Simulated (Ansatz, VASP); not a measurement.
## Pt2Cl in VASP and in Ansatz

```
Pt Cl
1.0
     2.81185    0.00000    0.00000
    -1.40592    2.43513    0.00000
     0.00000    0.00000    7.38818
Pt Cl
2 1
Direct
  0.00000 0.00000 0.32846
  0.00000 0.00000 0.67154
  0.00000 0.00000 0.00000
```

Alike in both runs: functional PBE; k mesh 6 × 6 × 3; occupations gaussian, width 0.2 eV; no spin polarisation.

Ansatz relaxed the structure, and its values are those at the end. VASP's run is a single point on that final structure, the one shown.

|  | VASP | Ansatz |
| --- | --- | --- |
| version | VASP 6.6.1 | Ansatz 0.2.0 |
| potentials or method | VASP PAW PBE potentials, release 64 (Pt, Cl), cutoff 520 eV | scalar-relativistic, plane waves, PAW |
| valence electrons in the cell | 27 | 43 |

|  | VASP | Ansatz | Ansatz less VASP |
| --- | --- | --- | --- |
| gap on the k mesh at the Fermi level (eV) | none | none | - |
| pressure (GPa) | -0.5 | -0.1 | +0.36 |
| rms of the force components (eV/Å) | 0.018 | 0.007 | -0.0110 |

A gap of «none» marks a metal or a gap that the smearing closes. VASP's potentials hold 27 valence electrons a cell and Ansatz's 43, so a difference there can come from the potentials and not from the codes.

The k mesh is coarse, so the values compare programs but aren't converged. Spin-orbit coupling is off throughout.
